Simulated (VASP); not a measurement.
Write the native input for VASP 6.6.1 that does the following.

* Task: single point
* Functional: LDA
* Potentials or basis: VASP PAW LDA potentials, release 64 (Hf_pv, N)
* Cutoff: 520 eV
* k mesh: 11 × 11 × 11
* Occupations: methfessel-paxton, width 0.05 eV
* Spin: no spin polarisation
* Dipole correction: no
* Further INCAR settings: ALGO = Normal; EDIFF = 1e-06; NBANDS = 14

The structure of HfN lies in POSCAR:

```
HfN
1.0
    0.0000000000      2.2340643671      2.2340643671
    2.2340643671      0.0000000000      2.2340643671
    2.2340643671      2.2340643671      0.0000000000
Hf N
1 1
Direct
    0.0000000000      0.0000000000      0.0000000000
    0.5000000000      0.5000000000      0.5000000000
```

These files were run (other wordings do the same):

INCAR

```
ALGO = Normal
EDIFF = 1E-6
ENCUT = 520
GGA = CA
ISIF = 2
ISMEAR = 1
LASPH = T
LCHARG = F
LREAL = F
LWAVE = F
NBANDS = 14
NELM = 80
PREC = Accurate
SIGMA = 0.05
```

KPOINTS

```
k-points
0
Gamma
  11 11 11
```

Potentials or basis: VASP PAW LDA potentials, release 64 (Hf_pv, N).

Run with:

```console
$ cat potpaw_LDA.64/Hf_pv/POTCAR potpaw_LDA.64/N/POTCAR > POTCAR
$ mpirun -np 1 vasp_std > vasp.out
```

Results of the run:

```yaml
Pressure: -1.2 GPa
```

Wall time 24 s on 1 thread of AMD EPYC 7R43 64-Core Processor (Zen 3) (shared host), peak memory 0.1 GiB.
